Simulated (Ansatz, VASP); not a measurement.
# One calculation of Ru, two programs

```
Ru
1.0
     2.71980    0.00000    0.00000
    -1.35990    2.35541    0.00000
     0.00000    0.00000    4.29666
Ru
2
Direct
  0.33333 0.66667 0.25000
  0.66667 0.33333 0.75000
```

Alike in both runs: task single point; functional PBE; k mesh 21 × 21 × 12; occupations gaussian, width 0.15 eV; no spin polarisation.

|  | VASP | Ansatz |
| --- | --- | --- |
| version | VASP 6.6.1 | Ansatz 0.2.0 |
| potentials or method | VASP PAW PBE potentials, release 64 (Ru_pv), cutoff 520 eV | scalar-relativistic, plane waves, PAW |
| valence electrons in the cell | 28 | 32 |

```csv
,VASP,Ansatz,Ansatz less VASP
gap on the k mesh at the Fermi level (eV),none,none,-
pressure (GPa),0.0,0.1,+0.07
"traceless stress, the component that is largest in VASP (GPa)",-0.41,-0.42,-0.011
```

A gap of «none» marks a metal or a gap that the smearing closes. VASP's potentials hold 28 valence electrons a cell and Ansatz's 32, so a difference there can come from the potentials and not from the codes.
